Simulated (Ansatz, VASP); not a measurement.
One calculation of TaN, two programs

```
Ta N
1.0
     3.05000   -0.01525   -0.01525
    -1.53821    2.64900   -0.00558
    -0.02470   -0.02470    4.94000
Ta N
2 2
Cartesian
  -0.0088 1.7609 -0.0088
  1.5082 0.8605 2.4580
  -0.0183 1.7514 1.8931
  1.4987 0.8510 4.3599
```

Change from the starting cell: equal xy, yz and zx shear strains of -1 %.

Alike in both runs: task single point; functional PBE; k mesh 9 × 9 × 5; occupations fermi-dirac, width 0.01 eV; no spin polarisation.

```csv
,VASP,Ansatz
version,VASP 6.6.1,Ansatz 0.2.0
potentials or method,"VASP PAW PBE potentials, release 64 (Ta_pv, N), cutoff 520 eV","all-electron LAPW, scalar-relativistic"
```

```csv
,VASP,Ansatz,Ansatz less VASP
pressure (GPa),140.5,135.0,-5.41
"traceless stress, the component that is largest in VASP (GPa)",-17.08,-16.45,+0.632
rms of the force components (eV/Å),1.382,1.351,-0.0306
```

Atom by atom the forces differ by 0.031 eV/Å (rms over components). Both programs put the cell under a high pressure, so it lies far from rest at this level. Ansatz ran all-electron here, and VASP with PAW potentials.

Spin-orbit coupling is off throughout. Noted on VASP's run: the cell as given lies far from equilibrium.
